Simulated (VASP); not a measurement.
Wanted: the native input for a VASP 6.6.1 run.

```
Task                   : single point
Functional             : LDA
Potentials or basis    : VASP PAW LDA potentials, release 64 (C, H)
Cutoff                 : 520 eV
k mesh                 : 6 × 3 × 1
Occupations            : gaussian, width 0.1 eV
Spin                   : no spin polarisation
Dipole correction      : yes
Further INCAR settings : ALGO = Normal; EDIFF = 1e-06; NBANDS = 38
```

The structure of HC6 lies in POSCAR:

```
HC6
1.0
    4.8895256614      0.0000000000      0.0000000000
   -1.2223814153      8.7849592876      0.0000000000
    0.0000000000      0.0000000000     22.7474729025
C H
12 2
Direct
    0.0193612757      0.0774451030      0.1758437088
    0.5193612758      0.0774451030      0.1758437088
    0.2742015947      0.0968063788      0.2059542860
    0.7742015947      0.0968063788      0.2059542860
    0.2838822326      0.1355289303      0.2661754406
    0.7838822326      0.1355289303      0.2661754406
    0.0386279421      0.1545151615      0.2955067254
    0.5386279421      0.1545151615      0.2955067254
    0.0488684834      0.1954807970      0.3583587359
    0.5488684834      0.1954807970      0.3583587359
    0.3031723044      0.2126952264      0.3845470194
    0.8031723044      0.2126952264      0.3845470194
    0.0488684834      0.1289050446      0.4043294366
    0.0488684834      0.2620565494      0.4043294366
```

The input as run:

INCAR

```
SYSTEM = HC6
  PREC = Accurate
  ENCUT = 520
  EDIFF = 1E-6
  ISMEAR = 0
  SIGMA = 0.1
  LREAL = .False.
  LASPH = .True.
  NELM = 60
  ALGO = Normal
  ISIF = 2
  LWAVE = .False.
  LCHARG = .False.
  LDIPOL = .True.
  IDIPOL = 3
  DIPOL = 0.5 0.5 0.299
  GGA = CA
  NBANDS = 38
```

KPOINTS

```
Automatic mesh
0
Gamma
  6 3 1
  0 0 0
```

Potentials or basis: VASP PAW LDA potentials, release 64 (C, H).

Launch:

```sh
$ cat potpaw_LDA.64/C/POTCAR potpaw_LDA.64/H/POTCAR > POTCAR
$ mpirun -np 1 vasp_std > vasp.out
```

Results of the run:

```json
{"Largest force": "10.694 eV/Å", "Band gap on the k mesh": "zero (bands 25 and 26 overlap by 0.03 eV)"}
```

Wall time 33 min on 1 thread of Intel Xeon 8259CL, with other jobs on the host, peak memory 0.79 GiB.
